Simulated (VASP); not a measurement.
A run of VASP 6.6.1 is set up as follows.

INCAR

```
ALGO = Normal
EDIFF = 1E-7
ENCUT = 520
GGA = PS
ISIF = 2
ISMEAR = 1
LASPH = T
LCHARG = F
LREAL = F
LWAVE = F
NBANDS = 20
NELM = 80
PREC = Accurate
SIGMA = 0.15
```

File KPOINTS:

```
k-points
0
Gamma
  10 10 5
```

POSCAR

```
MoS2
1.0
    3.2541394741      0.0000000000      0.0000000000
   -1.6270692329      2.8181667666      0.0000000000
    0.0000000000      0.0000000000      6.3646445643
Mo S
1 2
Direct
    0.0000000000      0.0000000000      0.5000000000
    0.3333333333      0.6666666667      0.2553190000
    0.6666666667      0.3333333333      0.7446810000
```

Potentials or basis: VASP PAW PBE potentials, release 64 (Mo_sv, S).

The run is started by

```bash
$ cat potpaw_PBE.64/Mo_sv/POTCAR potpaw_PBE.64/S/POTCAR > POTCAR
$ mpirun -np 1 vasp_std > vasp.out
```

(1) What does it give for the pressure?

(2) Predict the largest force.

Results:

(1) -6.3 GPa.

(2) 0.362 eV/Å.

Caveat: the PAW data sets were made with another functional, which shifts forces and pressure a little; this functional lacks dispersion, which binds the layers, so the pressure and a relaxed spacing across them are unreliable.
